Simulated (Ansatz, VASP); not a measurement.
# Si2Mo in VASP and in Ansatz

File INCAR:

```
ALGO = Normal
EDIFF = 1E-6
ENCUT = 520
GGA = PS
ISIF = 2
ISMEAR = 0
LASPH = True
LCHARG = False
LREAL = False
LWAVE = False
NBANDS = 18
NELM = 100
PREC = Accurate
SIGMA = 0.15
```

The input KPOINTS:

```
k-points
0
Gamma
  18 18 18
```

The input POSCAR:

```
Si2Mo
1.0
   -1.5552445885      1.5552445885      3.8131363385
    1.5552445885     -1.5552445885      3.8131363385
    1.5552445885      1.5552445885     -3.8131363385
Si Mo
2 1
Direct
    0.3350567058      0.3157478458     -0.0193088600
    0.6649432942      0.6456344342     -0.0193088600
    0.0000000000      0.0113035817      0.0113035817
```

Input for Ansatz:

```yaml
crystal:
  lattice:
    - [-1.5552445885, 1.5552445885, 3.8131363385]
    - [1.5552445885, -1.5552445885, 3.8131363385]
    - [1.5552445885, 1.5552445885, -3.8131363385]
  atoms:
    - { symbol: Si, position: [0.3350567058, 0.3157478458, -0.01930886] }
    - { symbol: Si, position: [0.6649432942, 0.6456344342, -0.01930886] }
    - { symbol: Mo, position: [0.0, 0.0113035817, 0.0113035817] }
basis:
  ecutwfc: 420
kpoints:
  mp_grid: { grid: [18, 18, 18] }
hamiltonian:
  xc: pbesol
  pseudopotentials: { kind: paw, azcp: { folder: soft_1 } }
scf:
  occupations: { method: gaussian, width: 0.15 }
output:
  forces: true
  stress: true
  eigenvalues: true
```

Change from the starting cell: mode 4 frozen in at -0.062 Å, equal normal strain along x, y and z -0.0250.

Alike in both runs: task single point; functional PBEsol; k mesh 18 × 18 × 18; occupations gaussian, width 0.15 eV; no spin polarisation.

```csv
,VASP,Ansatz
version,VASP 6.6.1,Ansatz 0.2.0
potentials or method,"VASP PAW PBE potentials, release 64 (Si, Mo_sv), cutoff 520 eV","scalar-relativistic, plane waves, PAW"
valence electrons in the cell,22,22
```

```tsv
	VASP	Ansatz	Ansatz less VASP
gap on the k mesh at the Fermi level (eV)	none	none	-
pressure (GPa)	21.1	20.7	-0.39
traceless stress, the component that is largest in VASP (GPa)	1.55	1.57	+0.014
rms of the force components (eV/Å)	0.549	0.544	-0.0051
```

VASP's potentials were made for PBE, not for PBEsol, and Ansatz warns of the same on its side. Atom by atom the forces differ by 0.006 eV/Å (rms over components). A gap of «none» marks a metal or a gap that the smearing closes.
